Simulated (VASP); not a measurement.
Crystal: Zr2TeSe.

```
CELL_PARAMETERS angstrom
4.05695 0.00000 0.00000
-2.02848 3.51343 0.00000
0.00000 0.00000 5.58382
ATOMIC_POSITIONS crystal
Zr 0.66667 0.33333 0.23634
Zr 0.66667 0.33333 0.76366
Te 0.00000 0.00000 0.50000
Se 0.33333 0.66667 0.00000
```

* Program: VASP 6.6.1
* Task: relaxation of cell and atoms
* Functional: PBE
* Potentials or basis: VASP PAW PBE potentials, release 64 (Zr_sv, Te, Se)
* Cutoff: 600 eV
* k mesh: 6 × 6 × 4
* Occupations: gaussian, width 0.1 eV
* Spin: no spin polarisation

At the start: pressure 27.3 GPa; volume 19.90 Å³/atom.

**Question.** How do energy, volume and symmetry change on relaxing?

**Answer.** Over 17 steps the energy falls by 624.7 meV/atom and the volume is 22.04 Å³/atom (+10.8 %); space group P-6m2 (No. 187, to 0.05 Å).

The path:
```
step  energy change (eV)  largest force (eV/Å)  pressure (GPa)  volume (Å³)
   1              0.0000                0.3816           27.25        79.59
   2              0.1362                0.3535          -13.42       124.95
   3             -1.3619                0.1150           -1.86        98.11
   4             -1.3651                0.1012           -1.18        97.35
   5             -1.3654                0.0942           -0.83        96.97
   6             -1.4836                0.2554           -0.82        95.96
   7             -1.8883                0.2599           -0.02        92.21
   8             -2.3164                0.2179            7.87        82.02
   9             -2.4189                0.0916            3.17        86.51
  10             -2.4414                0.1438            5.04        84.50
  11             -2.4665                0.1420            0.71        87.03
  12             -2.4762                0.1373            2.12        86.15
  13             -2.4927                0.0953            1.07        87.09
  14             -2.4983                0.0514           -0.06        88.18
  15             -2.4984                0.0556            0.05        88.08
  16             -2.4986                0.0417            0.01        88.10
  17             -2.4987                0.0028           -0.11        88.17
```

Final structure:
```yaml
crystal:
  lattice:
    - [3.63424, 0.00000, 0.00000]
    - [-1.81712, 3.14734, 0.00000]
    - [0.00000, 0.00000, 7.70835]
  atoms:
    - { symbol: Zr, position: [0.66667, 0.33333, 0.23414] }
    - { symbol: Zr, position: [0.66667, 0.33333, 0.76586] }
    - { symbol: Te, position: [0.00000, 0.00000, 0.50000] }
    - { symbol: Se, position: [0.33333, 0.66667, 0.00000] }
```
